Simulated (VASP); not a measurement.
# Al in VASP: single point with PBE

Aim: the single point of Al with PBE.

Everything below comes from runs of VASP 6.6.1. Logs are shortened: lines on timing, memory, paths and dates and some standing lists are left out, and cuts for length are marked.

**1. The cell of the first run**

The cell holds a slab with vacuum, 4 atoms: a = 2.911 Å, b = 2.911 Å, c = 26.029 Å, α = 90.00°, β = 90.00°, γ = 90.00°.

**2. Single point, PBE**

INCAR

```
SYSTEM = Al
ALGO = Normal
DIPOL = 0.5 0.5 0.660
EDIFF = 1E-6
ENCUT = 400
GGA = PE
GGA_COMPAT = .FALSE.
IDIPOL = 3
ISIF = 2
ISMEAR = 1
LASPH = .TRUE.
LCHARG = .FALSE.
LDIPOL = .TRUE.
LREAL = .FALSE.
LWAVE = .FALSE.
NBANDS = 14
NELM = 120
NELMDL = -8
PREC = Accurate
SIGMA = 0.1
```

KPOINTS

```
k-points
0
G
  12 12 1
  0 0 0
```

POSCAR

```
Al
1.0
    2.9108335801      0.0000000000      0.0000000000
    0.0000000000      2.9108335801      0.0000000000
    0.0000000000      0.0000000000     26.0291690408
Al
4
Direct
    0.0000000000      0.0000000000      0.5444810542
    0.5000000000      0.5000000000      0.6225389702
    0.0000000000      0.0000000000      0.6984158467
    0.5000000000      0.5000000000      0.7764457134
```

Potentials or basis: VASP PAW PBE potentials, release 64 (Al).

The run is started by

```
> cat potpaw_PBE.64/Al/POTCAR > POTCAR
> mpirun -np 1 vasp_std > vasp.out
```

OUTCAR:

```text
SYSTEM = Al
   EDIFF = 1E-6
   ENCUT = 400
   GGA = PE
   ISIF = 2
   ISMEAR = 1
   LASPH = .TRUE.
   LREAL = .FALSE.
   NELM = 120
   NELMDL = -8
   PREC = Accurate

 ion  position               nearest neighbor table
   1  0.000  0.000  0.544-   2 2.89   2 2.89   2 2.89   2 2.89
   2  0.500  0.500  0.623-   3 2.85   3 2.85   3 2.85   3 2.85   1 2.89   1 2.89   1 2.89   1 2.89

   3  0.000  0.000  0.698-   2 2.85   2 2.85   2 2.85   2 2.85   4 2.89   4 2.89   4 2.89   4 2.89

   4  0.500  0.500  0.776-   3 2.89   3 2.89   3 2.89   3 2.89

  LATTYP: Found a simple tetragonal cell.
 ALAT       =     2.9108335801
 C/A-ratio  =     8.9421701119

  Lattice vectors:

 A1 = (   2.9108335801,   0.0000000000,   0.0000000000)
 A2 = (   0.0000000000,   2.9108335801,   0.0000000000)
 A3 = (   0.0000000000,   0.0000000000,  26.0291690408)

Analysis of symmetry for initial positions (statically):
=====================================================================
 Subroutine PRICEL returns:
 Original cell was already a primitive cell.

 Routine SETGRP: Setting up the symmetry group for a
 simple tetragonal supercell.

 Subroutine GETGRP returns: Found  8 space group operations
 (whereof  8 operations were pure point group operations)
 out of a pool of 16 trial point group operations.

The static configuration has the point symmetry C_4v.

Analysis of symmetry for dynamics (positions and initial velocities):
=====================================================================
 Subroutine PRICEL returns:
 Original cell was already a primitive cell.

 Routine SETGRP: Setting up the symmetry group for a
 simple tetragonal supercell.

 Subroutine GETGRP returns: Found  8 space group operations
 (whereof  8 operations were pure point group operations)
 out of a pool of 16 trial point group operations.

The dynamic configuration has the point symmetry C_4v.

 Subroutine INISYM returns: Found  8 space group operations
 (whereof  8 operations are pure point group operations),
 and found     1 'primitive' translations

----------------------------------------------------------------------------------------

                                     Primitive cell

  volume of cell :     220.5439

  direct lattice vectors                    reciprocal lattice vectors
[... 108 lines left out ...]
   IALGO  =     38    algorithm
   IMIX   =      4    mixing-type and parameters
     AMIX     =   0.40;   BMIX     =  1.00
     AMIX_MAG =   1.60;   BMIX_MAG =  1.00
  volume/ion in A,a.u.               =      55.14       372.08
  Fermi-wavevector in a.u.,A,eV,Ry     =   0.620350  1.172292  5.235989  0.384834
  Thomas-Fermi vector in A             =   1.679470
   LORBIT       =      0    0 simple, 1 ext, 2 COOP (PROOUT), +10 PAW based schemes
   GGA     = PE    functional components
   LHFCALC =     F    Hartree Fock is set to
   AEXX    =    0.0000 exact exchange contribution
   IVDW    =     0    specifies the selected vdW correction
   LEPSILON=     F    determine dielectric tensor
   LRPA    =     F    only Hartree local field effects (RPA)
 non-spin polarized calculation
 Methfessel and Paxton  Order N= 1 SIGMA  =   0.10
  energy-cutoff  :      400.00
  volume of cell :      220.54
 maximum number of plane-waves:      4054
 NGX is ok and might be reduce to    20
   NGX =  9   NGY =  9   NGZ = 85

 dipolmoment           0.000000      0.000000     -0.000002 electrons x Angstroem

 number of electron      11.9999999 magnetization

 dipolmoment           0.000000      0.000000      0.000008 electrons x Angstroem

 Free energy of the ion-electron system (eV)
  ---------------------------------------------------
  ext. energy  EPLUGINS =         0.00000000
  ---------------------------------------------------
  free energy    TOTEN  =       -13.94395387 eV

  energy without entropy =      -13.94179357  energy(sigma->0) =      -13.94323377

 E-fermi :  -0.4750     XC(G=0):  -3.8794

 val. band max:       -0.5055888119   @ k =   0.5000   0.4167   0.0000
 cond. band min:      -0.4575224070   @ k =   0.4167   0.2500   0.0000
 fundamental gap:      0.0480664049
 Fermi energy:        -0.4750116186

 k-point     1 :       0.0000    0.0000    0.0000
  band No.  band energies     occupation
      1     -11.0020      2.00000
      2      -9.5714      2.00000
      3      -7.4611      2.00000
      4      -4.6209      2.00000
      5      -2.3116      2.00000
      6       1.1250     -0.00000
      7       2.9717      0.00000
      8       3.7501      0.00000
      9       3.9284      0.00000
     10       4.9641      0.00000
     11       5.0215      0.00000
     12       5.0215      0.00000
     13       5.1010      0.00000
     14       5.1071      0.00000
[... 377 lines left out ...]
      1      -6.1291      2.00000
      2      -4.7385      2.00000
      3      -3.4099      2.00000
      4      -2.6885      2.00000
      5      -2.0471      2.00000
      6      -0.3822     -0.03187
      7      -0.1902     -0.00043
      8       0.2498     -0.00000
      9       0.9754     -0.00000
     10       2.0911      0.00000
     11       2.3178      0.00000
     12       2.9336      0.00000
     13       3.0520      0.00000
     14       3.5923      0.00000

 [... further k-points ...]

------------------------ aborting loop because EDIFF is reached ----------------------------------------

 vacuum level on the upper side and lower side of the slab       (xc-potential included)        -0.117        -0.120

  FORCE on cell =-STRESS in cart. coord.  units (eV):
  Direction    XX          YY          ZZ          XY          YZ          ZX
  --------------------------------------------------------------------------------------
  -------------------------------------------------------------------------------------
  Total       -2.6631187     -2.6631187     -0.0614706      0.0000000      0.0000000      0.0000000
  in kB      -19.3466624    -19.3466624     -0.4465632      0.0000000      0.0000000      0.0000000
  external PRESSURE =     -13.0466294 kB  Pullay stress =       0.0000000 kB

 VOLUME and BASIS-vectors are now :
 -----------------------------------------------------------------------------
  energy-cutoff  :      400.00
  volume of cell :      220.54
      direct lattice vectors                 reciprocal lattice vectors
     2.910833580  0.000000000  0.000000000     0.343544202  0.000000000  0.000000000
     0.000000000  2.910833580  0.000000000     0.000000000  0.343544202  0.000000000
     0.000000000  0.000000000 26.029169041     0.000000000  0.000000000  0.038418437

 POSITION                                       TOTAL-FORCE (eV/Angst)
 -----------------------------------------------------------------------------------
      0.00000      0.00000     14.17239         0.000000      0.000000      0.008587
      1.45542      1.45542     16.20417        -0.000000     -0.000000      0.001757
      0.00000      0.00000     18.17918        -0.000000      0.000000     -0.003195
      1.45542      1.45542     20.21024        -0.000000     -0.000000     -0.007149
 -----------------------------------------------------------------------------------
    total drift:                               -0.000000      0.000000     -0.000004

  FREE ENERGIE OF THE ION-ELECTRON SYSTEM (eV)
  ---------------------------------------------------
  free  energy   TOTEN  =       -13.9439538661 eV

  energy  without entropy=      -13.9417935666  energy(sigma->0) =      -13.94323377

 vacuum level on the upper side and lower side of the slab         3.679         3.676
```

It took 68 s on 1 thread of Intel Xeon Platinum 8488C (Sapphire Rapids), shared host; peak memory 0.25 GiB.

What came out:

| Property | Result |
| --- | --- |
| Free energy | -13.9440 eV |
| Largest force | 0.009 eV/Å |
| Band gap on the k mesh | zero (band 6 reaches 1.34 eV, above the bottom of band 7 at -1.44 eV) |

Forces in eV/Å, atoms in the order of the input:
```
Al   0.000  0.000  0.009
Al   0.000  0.000  0.002
Al   0.000  0.000 -0.003
Al   0.000  0.000 -0.007
```

Levels at points of the mesh, in eV from the Fermi level:
```
           k point  band 2  band 3  band 4  band 5  band 6  band 7  band 8  band 9  band 10  band 11
(0.00, 0.00, 0.00)   -9.10   -6.99   -4.15   -1.84    1.60    3.45    4.23    4.40     5.44     5.50
(0.50, 0.00, 0.00)   -6.24   -4.83   -4.83   -2.79   -2.79    0.02    0.02    2.35     2.35     5.89
(0.50, 0.50, 0.00)   -2.61   -1.39   -1.39   -1.27   -1.27    0.08    0.08    0.69     0.69     2.02
```
